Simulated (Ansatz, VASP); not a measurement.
One calculation of In, two programs

```
In
1.0
    -1.70301    1.70301    2.37059
     1.70301   -1.70301    2.37059
     1.70301    1.70301   -2.37059
In
1
Direct
  0.00000 0.00000 0.00000
```

Alike in both runs: task single point; functional LDA; k mesh 22 × 22 × 22; occupations gaussian, width 0.15 eV; no spin polarisation.

|  | VASP | Ansatz |
| --- | --- | --- |
| version | VASP 6.6.1 | Ansatz 0.2.0 |
| potentials or method | VASP PAW LDA potentials, release 64 (In_d), cutoff 520 eV | scalar-relativistic, plane waves, PAW |
| valence electrons in the cell | 13 | 13 |

Ansatz gave:

* gap on the k mesh at the Fermi level (eV): none
* pressure (GPa): -4.1
* traceless stress, the component that is largest in VASP (GPa): -0.19

Question: What did VASP give for the same quantities?

Answer: gap on the k mesh at the Fermi level (eV): none; pressure (GPa): -4.1; traceless stress, the component that is largest in VASP (GPa): -0.20.

LDA's correlation is that of Perdew and Zunger in VASP and of Perdew and Wang (1992) in Ansatz. A gap of «none» marks a metal or a gap that the smearing closes.
